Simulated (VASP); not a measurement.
Write the native input for VASP 6.6.1 that does the following.

- Task: single point
- Functional: PBE
- Potentials or basis: VASP PAW PBE potentials, release 64 (H, Mo_sv)
- Cutoff: 520 eV
- k mesh: 6 × 6 × 4
- Occupations: gaussian, width 0.1 eV
- Spin: no spin polarisation
- Dipole correction: no
- Further INCAR settings: ALGO = Normal; EDIFF = 1e-06; NBANDS = 21

The structure of MoH8 lies in POSCAR:

```
MoH8
1.0
    3.4182168046     -0.0000000029      0.0000000000
   -1.7091083998      2.9602625899      0.0000000000
    0.0000000000      0.0000000000      5.9832827806
H Mo
8 1
Direct
    0.0000000000      0.0000000000      0.2061355756
    0.0000000000      0.0000000000      0.7938644244
    0.5000000000      0.0000000000      0.6473413359
    0.0000000000      0.5000000000      0.6473413359
    0.5000000000      0.5000000000      0.6473413359
    0.5000000000      0.0000000000      0.3526586641
    0.0000000000      0.5000000000      0.3526586641
    0.5000000000      0.5000000000      0.3526586641
    0.0000000000      0.0000000000      0.5000000000
```

The input as run:

INCAR

```
SYSTEM = MoH8
PREC     = Accurate       ! precision mode
ENCUT    = 520            ! plane-wave cutoff, eV
EDIFF    = 1E-6           ! SCF threshold, eV
ISMEAR   = 0              ! smearing method
SIGMA    = 0.1            ! smearing width, eV
LREAL    = .FALSE.        ! projectors in reciprocal space
LASPH    = .TRUE.         ! aspherical terms in the spheres
NELM     = 100            ! most SCF steps
ALGO     = Normal         ! electronic algorithm
ISIF     = 2              ! what is computed and relaxed
LWAVE    = .FALSE.        ! write WAVECAR
LCHARG   = .FALSE.        ! write CHGCAR
GGA      = PE             ! functional
NBANDS   = 21             ! bands
```

KPOINTS

```
regular mesh
0
G
  6 6 4
  0 0 0
```

Potentials or basis: VASP PAW PBE potentials, release 64 (H, Mo_sv).

Launch:

```bash
$ cat potpaw_PBE.64/H/POTCAR potpaw_PBE.64/Mo_sv/POTCAR > POTCAR
$ mpirun -np 1 vasp_std > vasp.out
```

It gave:

| Property | Result |
| --- | --- |
| Pressure | 0.0 GPa |
| Largest force | 0.042 eV/Å |
| Band gap on the k mesh | 0.21 eV, indirect (least direct gap 0.30 eV) |

Wall time 16 s on 1 thread of Intel(R) Xeon(R) 6975P-C (Granite Rapids), with other jobs on the host, peak memory 0.18 GiB.
